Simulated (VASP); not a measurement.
Here is a VASP 6.6.1 calculation.

File INCAR:

```
PREC = Accurate ; ENCUT = 600
EDIFF = 1E-7 ; ISMEAR = 0
SIGMA = 0.1 ; LREAL = F
LASPH = T ; NELM = 100
ALGO = Fast ; ISIF = 3
LWAVE = F ; LCHARG = F
GGA = PS ; IBRION = 2
NSW = 70 ; EDIFFG = -0.008
PSTRESS = 600.0
```

KPOINTS

```
Automatic mesh
0
Gamma
  18 18 10
```

Contents of POSCAR:

```
Au
1.0
    1.3311536890     -2.3371252739      0.0000000000
    1.3311536890      2.3371252739      0.0000000000
    0.0000000000      0.0000000000      4.4713260701
Au
2
Direct
    0.6648984659      0.3351015341      0.2500000000
    0.3351015341      0.6648984659      0.7500000000
```

Potentials or basis: VASP PAW PBE potentials, release 64 (Au).

Launch:

```sh
$ cat potpaw_PBE.64/Au/POTCAR > POTCAR
$ mpirun -np 1 vasp_std > vasp.out
```

Problem. What does it give for the band gap on the k mesh?

Solution. Zero (bands 11 and 12 overlap by 8.22 eV).

Problem. Estimate the space group after relaxing (to 0.1 Å).

Solution. P6_3/mmc (No. 194).

Problem. Predict the relaxed volume.

Solution. 13.97 Å³/atom.

Final structure:
```
Au
1.0
     1.34269   -2.32938    0.00000
     1.34269    2.32938    0.00000
     0.00000    0.00000    4.46619
Au
2
Direct
  0.66632 0.33368 0.25000
  0.33368 0.66632 0.75000
```

Caveat: the cell is relaxed towards a set pressure, so the run minimises the enthalpy, not the energy; the PAW data sets were made with another functional, which shifts forces and pressure a little; spin-orbit coupling is left out, which moves the levels of the heavy elements.
